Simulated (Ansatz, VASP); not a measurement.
## Ir in VASP and in Ansatz

```
Ir
1.0
     0.00000    1.91970    1.91970
     1.91970    0.00000    1.91970
     1.91970    1.91970    0.00000
Ir
1
Direct
  0.00000 0.00000 0.00000
```

Alike in both runs: task relaxation of cell and atoms; functional r2SCAN; k mesh 14 × 14 × 14; occupations fermi-dirac, width 0.1 eV; no spin polarisation.

|  | VASP | Ansatz |
| --- | --- | --- |
| version | VASP 6.6.1 | Ansatz 0.2.0 |
| potentials or method | VASP PAW PBE potentials, release 64 (Ir), cutoff 600 eV | plane waves (500 eV) with PAW, scalar-relativistic |
| valence electrons in the cell | 9 | 17 |

|  | VASP | Ansatz | Ansatz less VASP |
| --- | --- | --- | --- |
| relaxed volume (Å³/atom) | 14.31 | 14.22 | -0.095 |
| relaxed cell length with the largest relative difference (Å) | 2.725 | 2.719 | -0.0061 |

VASP's potentials were made for PBE, not for r2SCAN. VASP's potentials hold 9 valence electrons a cell and Ansatz's 17, so a difference there can come from the potentials and not from the codes.

Neither program's run includes spin-orbit coupling.
